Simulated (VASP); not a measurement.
WC: single point with PBEsol

Crystal: WC.

```
W C
1.0
     0.00000    2.21439    2.21439
     2.21439    0.00000    2.21439
     2.21439    2.21439    0.00000
W C
1 1
Cartesian
  0.0000 0.0000 0.0000
  2.2144 2.2144 2.2144
```

| Property | Result |
| --- | --- |
| Program | VASP 6.6.1 |
| Task | single point |
| Functional | PBEsol |
| Potentials or basis | VASP PAW PBE potentials, release 64 (W_sv, C) |
| Cutoff | 520 eV |
| k mesh | 11 × 11 × 11 |
| Occupations | fermi-dirac, width 0.1 eV |
| Spin | no spin polarisation |

| Item | Value |
| --- | --- |
| Pressure | -18.5 GPa |
| Band gap on the k mesh | zero (band 9 reaches 12.69 eV, above the bottom of band 10 at 9.75 eV) |

Levels at points of the mesh, in eV from the Fermi level:
```csv
k point,band 7,band 8,band 9,band 10,band 11,band 12
"(0.00, 0.00, 0.00)",-2.64,-2.64,-0.96,-0.96,-0.96,-0.93
```

Run time: 21 s on 1 thread of AMD EPYC 7R43 64-Core Processor (Zen 3), with other jobs on the host, peak memory 0.12 GiB.

Caveat: the PAW data sets were made with another functional, which shifts forces and pressure a little; spin-orbit coupling is left out, which moves the levels of the heavy elements.
